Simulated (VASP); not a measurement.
# InHgSe (Cmmm) in VASP: further runs

Runs on InHgSe. Level: PBE. Tasks: single point, relaxation of cell and atoms.

All numbers are computed with VASP 6.6.1; they aren't measurements. Logs are shortened: lines on timing, memory, paths and dates and some standing lists are left out, and cuts for length are marked.

### Step 1. The cell of the first run

The structure is orthorhombic, space group Cmmm (No. 65). The conventional cell has a = 5.480 Å, b = 7.255 Å, c = 4.589 Å, α = 90.00°, β = 90.00°, γ = 90.00°. Within 3.7 Å of In (site symmetry mmm) lie 4 Hg at 2.74 to 3.63 Å and 4 Se at 3.57 Å. Within 3.0 Å of Hg (site symmetry mmm) lie 2 Se at 2.29 Å and 2 In at 2.74 Å. Se (site symmetry mmm) has 2 Hg at 2.29 Å within 3.0 Å.

The cell was generated, and may not be a known phase.

### Step 2. Single point, PBE

INCAR reads:

```
SYSTEM = InHgSe
PREC = Accurate
ENCUT = 520
EDIFF = 1E-6
ISMEAR = 0
SIGMA = 0.1
LREAL = .FALSE.
LASPH = .TRUE.
NELM = 80
ALGO = Normal
ISIF = 2
LWAVE = .FALSE.
LCHARG = .FALSE.
GGA = PE
NBANDS = 22
```

KPOINTS reads:

```
Automatic mesh
0
G
  4 4 4
  0 0 0
```

POSCAR reads:

```
InHgSe
1.0
    2.7402386800     -3.6277412900      0.0000000000
    2.7402386800      3.6277412900      0.0000000000
    0.0000000000      0.0000000000      4.5893473900
In Hg Se
1 1 1
Direct
    0.0000000000      0.0000000000      0.5000000000
    0.5000000000      0.5000000000      0.5000000000
    0.5000000000      0.5000000000      0.0000000000
```

Potentials or basis: VASP PAW PBE potentials, release 64 (In_d, Hg, Se).

On the command line:

```
$ cat potpaw_PBE.64/In_d/POTCAR potpaw_PBE.64/Hg/POTCAR potpaw_PBE.64/Se/POTCAR > POTCAR
$ mpirun -np 1 vasp_std > vasp.out
```

OUTCAR:

```text
SYSTEM = InHgSe
   PREC = Accurate
   ENCUT = 520
   EDIFF = 1E-6
   ISMEAR = 0
   LREAL = .FALSE.
   LASPH = .TRUE.
   NELM = 80
   ISIF = 2
   GGA = PE

 ion  position               nearest neighbor table
   1  0.000  0.000  0.500-   2 2.74   2 2.74   2 3.63   2 3.63
   2  0.500  0.500  0.500-   3 2.29   3 2.29   1 2.74   1 2.74   1 3.63   1 3.63
   3  0.500  0.500  0.000-   2 2.29   2 2.29

  LATTYP: Found a base centered orthorhombic cell.
 ALAT       =     5.4804773600
 B/A-ratio  =     1.3238778492
 C/A-ratio  =     0.8373992060

  Lattice vectors:

 A1 = (   2.7402386800,  -3.6277412900,   0.0000000000)
 A2 = (   2.7402386800,   3.6277412900,   0.0000000000)
 A3 = (   0.0000000000,   0.0000000000,   4.5893473900)

Analysis of symmetry for initial positions (statically):
=====================================================================
 Subroutine PRICEL returns:
 Original cell was already a primitive cell.

 Routine SETGRP: Setting up the symmetry group for a
 base centered orthorhombic supercell.

 Subroutine GETGRP returns: Found  8 space group operations
 (whereof  8 operations were pure point group operations)
 out of a pool of  8 trial point group operations.

The static configuration has the point symmetry D_2h.

Analysis of symmetry for dynamics (positions and initial velocities):
=====================================================================
 Subroutine PRICEL returns:
 Original cell was already a primitive cell.

 Routine SETGRP: Setting up the symmetry group for a
 base centered orthorhombic supercell.

 Subroutine GETGRP returns: Found  8 space group operations
 (whereof  8 operations were pure point group operations)
 out of a pool of  8 trial point group operations.

The dynamic configuration has the point symmetry D_2h.

 Subroutine INISYM returns: Found  8 space group operations
 (whereof  8 operations are pure point group operations),
 and found     1 'primitive' translations

----------------------------------------------------------------------------------------

                                     Primitive cell

  volume of cell :      91.2443

  direct lattice vectors                    reciprocal lattice vectors
     2.740238680 -3.627741290  0.000000000     0.182465857 -0.137826807  0.000000000
     2.740238680  3.627741290  0.000000000     0.182465857  0.137826807  0.000000000
     0.000000000  0.000000000  4.589347390     0.000000000  0.000000000  0.217895904

  length of vectors
     4.546362820  4.546362820  4.589347390     0.228670107  0.228670107  0.217895904

  position of ions in fractional coordinates (direct lattice)
     0.000000000  0.000000000  0.500000000
     0.500000000  0.500000000  0.500000000
     0.500000000  0.500000000  0.000000000

  ion indices of the primitive-cell ions
   primitive index   ion index
                 1           1
                 2           2
                 3           3

----------------------------------------------------------------------------------------

 KPOINTS: Automatic mesh

Automatic generation of k-mesh.
 Grid dimensions read from file:
 generate k-points for:    4    4    4

 Generating k-lattice:

  Cartesian coordinates                     Fractional coordinates (reciprocal lattice)
     0.045616464 -0.034456702  0.000000000     0.250000000  0.000000000  0.000000000
     0.045616464  0.034456702  0.000000000     0.000000000  0.250000000  0.000000000
     0.000000000  0.000000000  0.054473976     0.000000000  0.000000000  0.250000000

  Length of vectors
     0.057167527  0.057167527  0.054473976

  Shift w.r.t. Gamma in fractional coordinates (k-lattice)
     0.000000000  0.000000000  0.000000000

 Subroutine IBZKPT returns following result:
 ===========================================

 Found     21 irreducible k-points:

 Following reciprocal coordinates:
            Coordinates               Weight
  0.000000  0.000000  0.000000      1.000000
  0.250000  0.000000  0.000000      4.000000
  0.500000  0.000000  0.000000      2.000000
  0.250000  0.250000  0.000000      2.000000
  0.500000  0.250000  0.000000      4.000000
 -0.250000  0.250000  0.000000      2.000000
[... 13 lines left out ...]
 -0.250000  0.250000  0.500000      2.000000
  0.500000  0.500000  0.500000      1.000000
   k-points           NKPTS =     21   k-points in BZ     NKDIM =     21   number of bands    NBANDS=     22
   number of dos      NEDOS =    301   number of ions     NIONS =      3
   total plane-waves  NPLWV =  46656
   dimension x,y,z NGX =    36 NGY =   36 NGZ =   36
   dimension x,y,z NGXF=    72 NGYF=   72 NGZF=   72
   ions per type =               1   1   1
   NGX,Y,Z   is equivalent  to a cutoff of  13.16, 13.16, 13.04 a.u.
   NGXF,Y,Z  is equivalent  to a cutoff of  26.33, 26.33, 26.08 a.u.
 SYSTEM =  InHgSe
   PREC   = accura    normal or accurate (medium, high low for compatibility)
   ISTART =      0    job   : 0-new  1-cont  2-samecut
   ICHARG =      2    charge: 1-file 2-atom 10-const
   ISPIN  =      1    spin polarized calculation?
   LNONCOLLINEAR =      F non collinear calculations
   LSORBIT =      F    spin-orbit coupling
   LASPH  =      T    aspherical Exc in radial PAW
   ENCUT  =  520.0 eV  38.22 Ry    6.18 a.u.   8.45  8.45  8.53*2*pi/ulx,y,z
   NELM   =     80;   NELMIN=  2; NELMDL= -5     # of ELM steps
   EDIFF  = 0.1E-05   stopping-criterion for ELM
   LREAL  =      F    real-space projection
   EDIFFG = 0.1E-04   stopping-criterion for IOM
   NSW    =      0    number of steps for IOM
   IBRION =     -1    ionic relax: 0-MD 1-quasi-New 2-CG
   NFREE  =      0    steps in history (QN), initial steepest desc. (CG)
   ISIF   =      2    stress and relaxation
   ISYM   =      2    0-nonsym 1-usesym 2-fastsym
   POTIM  = 0.5000    time-step for ionic-motion
   TEBEG  =    0.0;   TEEND  =   0.0 temperature during run
   PSTRESS=    0.0 pullay stress
   NELECT =      31.0000    total number of electrons
   NUPDOWN=      -1.0000    fix difference up-down
   EMIN   =  10.00;   EMAX   =-10.00  energy-range for DOS
   EFERMI =   0.00;   METHOD = LEGACY
   ISMEAR =     0;   SIGMA  =   0.10  broadening in eV -4-tet -1-fermi 0-gaus
   EFERMI_NEDOS =   21; number of points for ismear=-14 and -15
   IALGO  =     38    algorithm
   IMIX   =      4    mixing-type and parameters
     AMIX     =   0.40;   BMIX     =  1.00
     AMIX_MAG =   1.60;   BMIX_MAG =  1.00
  volume/ion in A,a.u.               =      30.41       205.25
  Fermi-wavevector in a.u.,A,eV,Ry     =   1.142335  2.158700 17.754643  1.304929
  Thomas-Fermi vector in A             =   2.279033
   LORBIT       =      0    0 simple, 1 ext, 2 COOP (PROOUT), +10 PAW based schemes
   GGA     = PE    functional components
   LHFCALC =     F    Hartree Fock is set to
   AEXX    =    0.0000 exact exchange contribution
   IVDW    =     0    specifies the selected vdW correction
   LEPSILON=     F    determine dielectric tensor
   LRPA    =     F    only Hartree local field effects (RPA)
 non-spin polarized calculation
 Gauss-broadening in eV      SIGMA  =   0.10
  energy-cutoff  :      520.00
  volume of cell :       91.24
 maximum number of plane-waves:      2473
 NGX is ok and might be reduce to    36
   NGX = 17   NGY = 17   NGZ = 17

 number of electron      30.9999996 magnetization

 Free energy of the ion-electron system (eV)
  ---------------------------------------------------
  ext. energy  EPLUGINS =         0.00000000
  ---------------------------------------------------
  free energy    TOTEN  =        -4.33877309 eV

  energy without entropy =       -4.33577016  energy(sigma->0) =       -4.33727162

 E-fermi :   3.7838     XC(G=0):  -8.8939

 val. band max:        3.7164851860   @ k =   0.5000   0.5000   0.2500
 cond. band min:       3.9033940095   @ k =   0.5000   0.2500   0.2500
 fundamental gap:      0.1869088234
 Fermi energy:         3.7837600338

 k-point     1 :       0.0000    0.0000    0.0000
  band No.  band energies     occupation
      1     -11.7169      2.00000
      2     -11.5319      2.00000
      3     -11.5145      2.00000
      4     -11.5098      2.00000
      5     -11.4805      2.00000
      6     -11.3519      2.00000
[... 14 lines left out ...]
     21       9.2721      0.00000
     22       9.8704      0.00000

 k-point     2 :       0.2500    0.0000    0.0000
  band No.  band energies     occupation
      1     -11.6482      2.00000
      2     -11.5163      2.00000
      3     -11.5083      2.00000
      4     -11.4933      2.00000
      5     -11.4820      2.00000
      6     -11.3443      2.00000
[... 14 lines left out ...]
     21      10.2322      0.00000
     22      10.8870      0.00000

 k-point     3 :       0.5000    0.0000    0.0000
  band No.  band energies     occupation
      1     -11.5776      2.00000
      2     -11.5025      2.00000
      3     -11.5006      2.00000
      4     -11.4830      2.00000
      5     -11.4739      2.00000
      6     -11.3395      2.00000
[... 14 lines left out ...]
     21       9.6521      0.00000
     22      11.8092      0.00000

 k-point     4 :       0.2500    0.2500    0.0000
  band No.  band energies     occupation
      1     -11.5790      2.00000
      2     -11.5019      2.00000
      3     -11.5009      2.00000
      4     -11.4837      2.00000
      5     -11.4789      2.00000
      6     -11.3350      2.00000
[... 14 lines left out ...]
     21      10.0498      0.00000
     22      11.1516      0.00000

 k-point     5 :       0.5000    0.2500    0.0000
  band No.  band energies     occupation
      1     -11.6618      2.00000
      2     -11.5213      2.00000
      3     -11.5104      2.00000
      4     -11.4855      2.00000
      5     -11.4767      2.00000
      6     -11.2702      2.00000
[... 342 lines left out ...]
 k-point    19 :       0.5000    0.2500    0.5000
  band No.  band energies     occupation
      1     -11.6355      2.00000
      2     -11.5327      2.00000
      3     -11.4903      2.00000
      4     -11.4869      2.00000
      5     -11.4739      2.00000
      6      -9.9407      2.00000
[... 14 lines left out ...]
     21      10.7790      0.00000
     22      11.4444      0.00000

 k-point    20 :      -0.2500    0.2500    0.5000
  band No.  band energies     occupation
      1     -11.6932      2.00000
      2     -11.5260      2.00000
      3     -11.4921      2.00000
      4     -11.4893      2.00000
      5     -11.4865      2.00000
      6     -10.0020      2.00000
[... 14 lines left out ...]
     21      10.7474      0.00000
     22      10.9624      0.00000

 k-point    21 :       0.5000    0.5000    0.5000
  band No.  band energies     occupation
      1     -11.6969      2.00000
      2     -11.5285      2.00000
      3     -11.4928      2.00000
      4     -11.4824      2.00000
      5     -11.4753      2.00000
      6      -9.9415      2.00000
[... 14 lines left out ...]
     21      11.4383      0.00000
     22      11.8630      0.00000

------------------------ aborting loop because EDIFF is reached ----------------------------------------

  FORCE on cell =-STRESS in cart. coord.  units (eV):
  Direction    XX          YY          ZZ          XY          YZ          ZX
  --------------------------------------------------------------------------------------
  -------------------------------------------------------------------------------------
  Total        7.0509472     -0.7854300     17.3853606      0.0000000      0.0000000      0.0000000
  in kB      123.8090573    -13.7915305    305.2731848      0.0000000      0.0000000      0.0000000
  external PRESSURE =     138.4302372 kB  Pullay stress =       0.0000000 kB

 VOLUME and BASIS-vectors are now :
 -----------------------------------------------------------------------------
  energy-cutoff  :      520.00
  volume of cell :       91.24
      direct lattice vectors                 reciprocal lattice vectors
     2.740238680 -3.627741290  0.000000000     0.182465857 -0.137826807  0.000000000
     2.740238680  3.627741290  0.000000000     0.182465857  0.137826807  0.000000000
     0.000000000  0.000000000  4.589347390     0.000000000  0.000000000  0.217895904

 POSITION                                       TOTAL-FORCE (eV/Angst)
 -----------------------------------------------------------------------------------
      0.00000      0.00000      2.29467         0.000000      0.000000      0.000000
      2.74024      0.00000      2.29467        -0.000000     -0.000000      0.000000
      2.74024      0.00000      0.00000         0.000000      0.000000      0.000000
 -----------------------------------------------------------------------------------
    total drift:                                0.000000      0.000000      0.000000

  FREE ENERGIE OF THE ION-ELECTRON SYSTEM (eV)
  ---------------------------------------------------
  free  energy   TOTEN  =        -4.3387730912 eV

  energy  without entropy=       -4.3357701571  energy(sigma->0) =       -4.33727162
```

It took 29 s on 1 thread of Intel Xeon 6975P-C (Granite Rapids), shared host; peak memory 0.22 GiB.

Results:

```yaml
Free_energy: -4.3388 eV
Pressure: 13.8 GPa
Band_gap_on_the_k_mesh: zero (an odd number of electrons rules out a gap without spin polarisation)
```

Levels at points of the mesh, in eV from the Fermi level:
| k point | band 12 | band 13 | band 14 | band 15 | band 16 | band 17 | band 18 | band 19 | band 20 | band 21 |
| --- | --- | --- | --- | --- | --- | --- | --- | --- | --- | --- |
| (0.00, 0.00, 0.00) | -5.07 | -4.95 | -3.59 | -2.65 | -0.14 | 1.80 | 2.32 | 2.83 | 4.58 | 5.49 |
| (0.50, 0.00, 0.00) | -6.57 | -4.83 | -3.15 | -2.95 | -1.62 | 1.47 | 2.47 | 4.09 | 5.11 | 5.87 |
| (0.50, 0.50, 0.00) | -4.83 | -4.41 | -4.30 | -4.12 | -1.22 | 0.30 | 0.89 | 3.10 | 6.40 | 6.49 |
| (0.00, 0.00, 0.50) | -7.89 | -1.62 | -1.31 | -1.26 | -0.60 | -0.22 | 2.08 | 4.06 | 5.63 | 6.35 |
| (0.50, 0.00, 0.50) | -6.99 | -5.62 | -2.86 | -1.45 | 1.92 | 1.95 | 2.55 | 3.98 | 4.63 | 5.86 |
| (0.50, 0.50, 0.50) | -6.65 | -2.37 | -2.28 | -2.07 | -2.07 | -1.82 | 0.27 | 6.55 | 6.86 | 7.65 |

Caveat: the stress differs along the axes, from -1 to 31 GPa; spin-orbit coupling is left out, which moves the levels of the heavy elements.

### Step 3. Single point, PBE

INCAR, as its differences from that of step 2:

```diff
@@ -9,3 +9,3 @@
 NELM = 80
-ALGO = Normal
+ALGO = Fast
 ISIF = 2
```

KPOINTS is that of step 2.

POSCAR is that of step 2.

Potentials or basis: VASP PAW PBE potentials, release 64 (In_d, Hg, Se).

On the command line:

```
$ cat potpaw_PBE.64/In_d/POTCAR potpaw_PBE.64/Hg/POTCAR potpaw_PBE.64/Se/POTCAR > POTCAR
$ mpirun -np 1 vasp_std > vasp.out
```

Wall time 93 s (1 thread of Oxide Virtual Turin-like, shared host); peak memory 0.2 GiB.

Results (log left out):

| Quantity | Value |
| --- | --- |
| Free energy | -4.3388 eV |
| Pressure | 13.9 GPa |
| Band gap on the k mesh | zero (an odd number of electrons rules out a gap without spin polarisation) |

Stress tensor (GPa, compression positive):
```
12.42  0.00  0.00
 0.00 -1.34  0.00
 0.00  0.00 30.55
```

Levels at points of the mesh, in eV from the Fermi level:
| k point | band 14 | band 15 | band 16 | band 17 | band 18 | band 19 |
| --- | --- | --- | --- | --- | --- | --- |
| (0.00, 0.00, 0.00) | -3.59 | -2.65 | -0.14 | 1.80 | 2.32 | 2.83 |
| (0.50, 0.00, 0.00) | -3.15 | -2.95 | -1.62 | 1.47 | 2.47 | 4.09 |
| (0.50, 0.50, 0.00) | -4.30 | -4.12 | -1.22 | 0.30 | 0.89 | 3.10 |
| (0.00, 0.00, 0.50) | -1.31 | -1.26 | -0.60 | -0.22 | 2.07 | 4.06 |
| (0.50, 0.00, 0.50) | -2.86 | -1.45 | 1.92 | 1.95 | 2.55 | 3.98 |
| (0.50, 0.50, 0.50) | -2.28 | -2.07 | -2.07 | -1.82 | 0.27 | 6.54 |

Caveat: the stress differs along the axes, from -1 to 31 GPa; spin-orbit coupling is left out, which moves the levels of the heavy elements.

### Step 4. Relaxation of cell and atoms, PBE

INCAR reads:

```
PREC = Accurate
ENCUT = 600
EDIFF = 1E-6
ISMEAR = 0
SIGMA = 0.1
LREAL = F
LASPH = T
NELM = 60
ALGO = Normal
ISIF = 3
LWAVE = F
LCHARG = F
GGA = PE
IBRION = 2
NSW = 90
EDIFFG = -0.04
```

KPOINTS reads:

```
regular mesh
0
Gamma
  4 4 4
```

POSCAR is that of step 3.

On the command line:

```
$ cat potpaw_PBE.64/In_d/POTCAR potpaw_PBE.64/Hg/POTCAR potpaw_PBE.64/Se/POTCAR > POTCAR
$ mpirun -np 1 vasp_std > vasp.out
```

Wall time 9.4 min (1 thread of Oxide Virtual Turin-like, shared host); peak memory 0.23 GiB.

Results (log left out):

```
Free energy                           : -5.5946 eV
Relaxed volume                        : 34.75 Å³/atom
Relaxed cell                          : a = 4.488 Å, b = 4.488 Å, c = 5.176 Å, α = 90.00°, β = 90.00°, γ = 89.73°
Space group after relaxing (to 0.1 Å) : P4/mmm (No. 123)
Energy gained by relaxing             : 418.6 meV/atom
Ionic steps                           : 13
Pressure after relaxing               : -0.1 GPa
Band gap on the k mesh                : zero (an odd number of electrons rules out a gap without spin polarisation)
```

Stress tensor (GPa, compression positive):
```
-0.15  0.00  0.00
 0.00 -0.04  0.00
 0.00  0.00 -0.11
```

The path:
```csv
step,energy change (eV),largest force (eV/Å),pressure (GPa),volume (Å³)
1,0.0000,0.0000,13.88,91.24
2,-0.7303,0.0000,-2.97,128.45
3,-1.1059,0.0000,0.10,109.53
4,-1.1062,0.0000,-0.04,110.07
5,-1.1568,0.0000,-0.10,110.50
6,-1.2076,0.0000,-0.24,111.09
7,-1.2118,0.0000,-0.18,111.19
8,-1.2360,0.0000,-0.63,110.50
9,-1.2399,0.0000,-0.81,110.15
10,-1.2539,0.0000,-0.08,105.24
11,-1.2539,0.0000,-0.09,105.27
12,-1.2550,0.0000,-0.08,104.76
13,-1.2557,0.0000,-0.10,104.26
```

Final structure:
```yaml
crystal:
  lattice:
    - [3.18099, -3.16612, 0.00000]
    - [3.18099, 3.16612, 0.00000]
    - [0.00000, 0.00000, 5.17582]
  atoms:
    - { symbol: In, position: [0.00000, 0.00000, 0.50000] }
    - { symbol: Hg, position: [0.50000, 0.50000, 0.50000] }
    - { symbol: Se, position: [0.50000, 0.50000, 0.00000] }
```

Levels at points of the mesh, in eV from the Fermi level:
```
           k point  band 13  band 14  band 15  band 16  band 17  band 18  band 19
(0.00, 0.00, 0.00)    -3.48    -1.38    -1.36    -0.03     2.30     2.32     2.83
(0.50, 0.00, 0.00)    -3.48    -3.20    -1.13    -1.00     2.49     3.58     3.94
(0.50, 0.50, 0.00)    -3.07    -2.77    -2.76    -2.31     0.66     0.66     3.05
(0.00, 0.00, 0.50)    -1.32    -0.51    -0.50     0.68     1.22     1.26     4.17
(0.50, 0.00, 0.50)    -4.87    -1.82    -0.39     2.37     2.88     3.87     4.00
(0.50, 0.50, 0.50)    -3.08    -1.32    -1.32    -1.23    -1.23     1.47     4.01
```

Caveat: spin-orbit coupling is left out, which moves the levels of the heavy elements.

The gap in the log of VASP goes by the Fermi energy; the results here count the filled bands.